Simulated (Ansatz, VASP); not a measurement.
## Two plane-wave programs on Y7NbN8

INCAR

```
SYSTEM = Y7NbN8
PREC = Accurate
ENCUT = 520
EDIFF = 1E-6
ISMEAR = 0
SIGMA = 0.05
LREAL = Auto
LASPH = .True.
NELM = 150
ALGO = Normal
ISIF = 2
LWAVE = .False.
LCHARG = .False.
ISPIN = 2
MAGMOM = 0 0 0 0 0 0 0 0 0 0 0 0 0 0 0 0
LORBIT = 11
LMAXMIX = 4
LDAU = .True.
LDAUTYPE = 2
LDAUL = 2 -1 -1
LDAUU = 2 0 0
LDAUJ = 0 0 0
LDAUPRINT = 1
GGA = PS
NBANDS = 83
```

The input KPOINTS:

```
regular mesh
0
Gamma
  3 3 3
  0 0 0
```

POSCAR

```
Y7NbN8
1.0
    0.0000000000      4.8935000000      4.8935000000
    4.8935000000      0.0000000000      4.8935000000
    4.8935000000      4.8935000000      0.0000000000
Nb Y N
1 7 8
Direct
    0.2581760925      0.2265717619      0.2576538495
    0.2459013437      0.2555726059      0.7493080406
    0.2493688379      0.7485665575      0.2493472485
    0.2493567502      0.7485699644      0.7528019628
    0.7495799517      0.2554624979      0.2457730494
    0.7495802021      0.2554601932      0.7492758200
    0.7530915186      0.7485243615      0.2492299454
    0.7512697875      0.7474334580      0.7507333629
    0.0007369118      0.9983770403      0.0004870787
    0.0237120374      0.0191800907      0.4785773100
    0.0051380494      0.4941503003      0.0049526694
    0.0051151760      0.4942137322      0.4958582265
    0.4788365201      0.0191671525      0.0234933037
    0.4788808134      0.0191421432      0.4785907344
    0.4960186923      0.4940947668      0.0049885593
    0.5012865240      0.4967830337      0.5009924279
```

Input for Ansatz:

```yaml
crystal:
  lattice:
    - [0.0, 4.8935, 4.8935]
    - [4.8935, 0.0, 4.8935]
    - [4.8935, 4.8935, 0.0]
  atoms:
    - { symbol: Nb, position: [0.2581760925, 0.2265717619, 0.2576538495], spin: 1.0 }
    - { symbol: "Y", position: [0.2459013437, 0.2555726059, 0.7493080406] }
    - { symbol: "Y", position: [0.2493688379, 0.7485665575, 0.2493472485] }
    - { symbol: "Y", position: [0.2493567502, 0.7485699644, 0.7528019628] }
    - { symbol: "Y", position: [0.7495799517, 0.2554624979, 0.2457730494] }
    - { symbol: "Y", position: [0.7495802021, 0.2554601932, 0.74927582] }
    - { symbol: "Y", position: [0.7530915186, 0.7485243615, 0.2492299454] }
    - { symbol: "Y", position: [0.7512697875, 0.747433458, 0.7507333629] }
    - { symbol: "N", position: [0.0007369118, 0.9983770403, 0.0004870787] }
    - { symbol: "N", position: [0.0237120374, 0.0191800907, 0.47857731] }
    - { symbol: "N", position: [0.0051380494, 0.4941503003, 0.0049526694] }
    - { symbol: "N", position: [0.005115176, 0.4942137322, 0.4958582265] }
    - { symbol: "N", position: [0.4788365201, 0.0191671525, 0.0234933037] }
    - { symbol: "N", position: [0.4788808134, 0.0191421432, 0.4785907344] }
    - { symbol: "N", position: [0.4960186923, 0.4940947668, 0.0049885593] }
    - { symbol: "N", position: [0.501286524, 0.4967830337, 0.5009924279] }
basis:
  ecutwfc: 420
  ecutrho_ratio: 4
kpoints:
  mp_grid: { grid: [3, 3, 3] }
hamiltonian:
  xc: pbesol
  hubbard: { sites: [{ site: 0, l: d, u_eff: 2.0 }] }
scf:
  occupations: { method: gaussian, width: 0.05 }
  lower_state_search: "off"
  max_iter: 150
output:
  forces: true
  stress: true
  eigenvalues: true
  populations: true
  hubbard: { sites: [{ site: 0, l: d }] }
magnetization:
  spin_polarized: true
  initial_magnetization: 1.0
  spin_locking: { lock_magnetization: soft, n_iters: 6 }
```

Alike in both runs: task single point; functional PBEsol; k mesh 3 × 3 × 3; occupations gaussian, width 0.05 eV; collinear spin; Hubbard terms Nb d U = 2.0 eV.

```csv
,VASP,Ansatz
version,VASP 6.6.1,Ansatz 0.2.0
potentials or method,"VASP PAW PBE potentials, release 64 (Nb_sv, Y_sv, N), cutoff 520 eV","scalar-relativistic, plane waves, PAW"
valence electrons in the cell,130,130
```

```tsv
	VASP	Ansatz	Ansatz less VASP
gap on the k mesh at the Fermi level (eV)	none	none	-
pressure (GPa)	-11.2	-11.2	-0.04
rms of the force components (eV/Å)	0.030	0.006	-0.0238
```

VASP's potentials were made for PBE, not for PBEsol. The programs project onto different local orbitals, so the same U acts differently, and such runs can settle in different states. Atom by atom the forces differ by 0.028 eV/Å (rms over components). A gap of «none» marks a metal or a gap that the smearing closes. Ansatz's warnings: filled band counts differ across k points, seeded moment not kept, stress scf threshold loose.

The k mesh is coarse, so the values compare programs but aren't converged.
